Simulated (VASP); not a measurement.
The system is La2HfO2.

```
CELL_PARAMETERS angstrom
5.33269 0.00000 0.00000
-2.66635 4.61825 0.00000
0.00000 0.00000 4.11417
ATOMIC_POSITIONS crystal
La 0.33333 0.66667 0.50000
La 0.66667 0.33333 0.50000
Hf 0.00000 0.00000 0.00000
O 0.33333 0.66667 0.00000
O 0.66667 0.33333 0.00000
```

The cell was generated, and may not be a known phase.

| Item | Value |
| --- | --- |
| Program | VASP 6.6.1 |
| Task | relaxation of cell and atoms |
| Functional | PBE |
| Potentials or basis | VASP PAW PBE potentials, release 64 (La, Hf_pv, O) |
| Cutoff | 600 eV |
| k mesh | 6 × 6 × 4 |
| Occupations | gaussian, width 0.1 eV |
| Spin | no spin polarisation |

At the start: pressure 17.2 GPa; volume 20.26 Å³/atom.

**Question.** Where does the relaxation end?

**Answer.** Over 5 steps the energy falls by 190.1 meV/atom and the volume is 22.44 Å³/atom (+10.7 %); space group P6/mmm (No. 191, to 0.1 Å) before and after.

Step by step:
```csv
step,energy change (eV),largest force (eV/Å),pressure (GPa),volume (Å³)
1,0.0000,0.0000,17.21,101.32
2,1.1603,0.0000,-13.65,135.27
3,-0.9407,0.0000,-1.31,113.45
4,-0.9500,0.0000,-0.20,112.45
5,-0.9503,0.0000,0.07,112.21
```

Final structure:
```
CELL_PARAMETERS angstrom
5.40044 0.00000 0.00000
-2.70022 4.67692 0.00000
0.00000 0.00000 4.44257
ATOMIC_POSITIONS crystal
La 0.33333 0.66667 0.50000
La 0.66667 0.33333 0.50000
Hf 0.00000 0.00000 0.00000
O 0.33333 0.66667 0.00000
O 0.66667 0.33333 0.00000
```

Caveat: the k points lie up to 0.35 Å⁻¹ apart in the final cell, too coarse for converged energies and pressures of a metal.
